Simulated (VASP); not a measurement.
**NaF: single point with PBE**

Crystal: NaF.

```
Na F
1.0
     0.00000    2.32000    2.32000
     2.32000    0.00000    2.32000
     2.32000    2.32000    0.00000
Na F
1 1
Direct
  0.99536 0.00740 0.00911
  0.49935 0.50326 0.48739
```

This cell differs from its parent crystal: atoms moved at random.

```yaml
Program: VASP 6.6.1
Task: single point
Functional: PBE
Potentials_or_basis: VASP PAW PBE potentials, release 64 (Na_pv, F)
Cutoff: 520 eV
k_mesh: 10 × 10 × 10
Occupations: fermi-dirac, width 0.05 eV
Spin: no spin polarisation
```

- Pressure: 2.0 GPa
- Largest force: 0.176 eV/Å
- Band gap on the k mesh: 6.28 eV

Forces in eV/Å, atoms in the order of the input:
```
Na  -0.146 -0.098 -0.001
F    0.146  0.098  0.001
```

Stress tensor (GPa, compression positive):
```
 2.17 -0.07  0.00
-0.07  1.94  0.00
 0.00  0.00  1.74
```

Levels at points of the mesh, in eV from the valence-band top:
| k point | band 5 | band 6 | band 7 | band 8 | band 9 | band 10 |
| --- | --- | --- | --- | --- | --- | --- |
| (0.00, 0.00, 0.00) | 0.00 | 0.00 | 0.00 | 6.28 | 18.95 | 18.96 |
| (0.50, 0.00, 0.00) | -1.58 | -0.25 | -0.25 | 10.76 | 12.43 | 20.04 |
| (0.00, 0.50, 0.00) | -1.58 | -0.25 | -0.25 | 10.76 | 12.43 | 20.04 |
| (0.00, 0.00, 0.50) | -1.58 | -0.25 | -0.25 | 10.76 | 12.43 | 20.05 |
| (0.50, 0.50, 0.50) | -1.58 | -0.25 | -0.25 | 10.76 | 12.43 | 20.05 |
| (0.50, 0.50, 0.00) | -1.27 | -0.40 | -0.40 | 13.12 | 13.31 | 13.54 |
| (0.00, 0.50, 0.50) | -1.26 | -0.40 | -0.40 | 13.08 | 13.30 | 13.59 |
| (0.50, 0.00, 0.50) | -1.26 | -0.40 | -0.40 | 13.10 | 13.30 | 13.57 |

Run time: 72 s on 1 thread of Intel(R) Xeon(R) Platinum 8259CL CPU @ 2.50GHz (Skylake/Cascade Lake), with other jobs on the host, peak memory 0.26 GiB.

Caveat: the cell differs from its parent crystal (atoms moved at random). A k mesh can miss the band edges.
